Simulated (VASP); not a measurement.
SnSe: relaxation of cell and atoms with PBE+D4

Crystal: SnSe.

```
Sn Se
1.0
     2.11411   -5.79789    0.00000
     2.11411    5.79789    0.00000
     0.00000    0.00000    4.22716
Sn Se
2 2
Cartesian
  2.1141 -4.3672 1.0568
  2.1141 4.3672 3.1704
  2.1141 -1.6321 1.0568
  2.1141 1.6321 3.1704
```

```json
{
 "Program": "VASP 6.6.1",
 "Task": "relaxation of cell and atoms",
 "Functional": "PBE",
 "Dispersion": "D4",
 "Potentials or basis": "VASP PAW PBE potentials, release 64 (Sn_d, Se)",
 "Cutoff": "600 eV",
 "k mesh": "6 × 6 × 6",
 "Occupations": "fermi-dirac, width 0.02 eV",
 "Spin": "no spin polarisation",
 "Dipole correction": "no",
 "Further INCAR settings": "ALGO = Normal; EDIFF = 1e-07; IBRION = 2; EDIFFG = -0.005; NSW = 80; ISIF = 3"
}
```

```
Relaxed volume                        : 25.88 Å³/atom
Relaxed cell                          : a = 6.170 Å, b = 6.170 Å, c = 4.225 Å, α = 90.00°, β = 90.00°, γ = 139.94°
Space group after relaxing (to 0.1 Å) : Cmcm (No. 63)
Energy gained by relaxing             : 0.0 meV/atom
Ionic steps                           : 4
Pressure after relaxing               : 0.0 GPa
Largest force after relaxing          : 0.005 eV/Å
Band gap on the k mesh                : 0.10 eV (least direct gap 0.21 eV)
Dispersion energy per atom            : -0.409 eV
```

Forces in eV/Å, atoms in the order of the input:
```
Sn   0.000 -0.005  0.000
Sn   0.000  0.005  0.000
Se   0.000 -0.001  0.000
Se   0.000  0.001  0.000
```

Final structure:
```cif
data_structure
_symmetry_space_group_name_H-M 'P 1'
_symmetry_Int_Tables_number 1
_cell_length_a 6.1697
_cell_length_b 6.1697
_cell_length_c 4.2254
_cell_angle_alpha 90.000
_cell_angle_beta 90.000
_cell_angle_gamma 139.937
_cell_volume 103.52
loop_
_atom_site_label
_atom_site_type_symbol
_atom_site_fract_x
_atom_site_fract_y
_atom_site_fract_z
_atom_site_occupancy
Sn1 Sn 0.87676 0.12324 0.25000 1
Sn2 Sn 0.12324 0.87676 0.75000 1
Se1 Se 0.64069 0.35931 0.25000 1
Se2 Se 0.35931 0.64069 0.75000 1
```

Levels at points of the mesh, in eV from the valence-band top:
```csv
k point,band 16,band 17,band 18,band 19,band 20,band 21,band 22,band 23,band 24
"(0.00, 0.00, 0.00)",-3.80,-3.31,-2.69,-1.95,-0.85,3.30,3.62,3.97,4.46
"(0.50, 0.00, 0.00)",-2.88,-2.17,-1.83,-0.66,-0.45,0.91,0.96,1.13,2.15
"(0.50, 0.50, 0.00)",-3.29,-2.67,-2.05,-1.99,-0.92,0.10,3.38,3.47,3.73
"(0.00, 0.00, 0.50)",-3.83,-1.97,-1.97,-0.37,-0.37,0.60,0.60,1.30,1.30
"(0.50, 0.00, 0.50)",-5.24,-4.24,-4.24,-1.92,-1.92,2.22,2.22,4.95,4.95
"(0.50, 0.50, 0.50)",-2.14,-1.76,-1.76,-1.20,-1.20,1.36,1.36,1.92,1.92
```

It took 13 min on 1 thread of Oxide Virtual Turin-like Processor, with other jobs on the host, peak memory 0.36 GiB.

Caveat: semilocal functionals underestimate gaps, and a narrow one can read as zero; spin-orbit coupling is left out, which moves the levels of the heavy elements. A k mesh can miss the band edges.
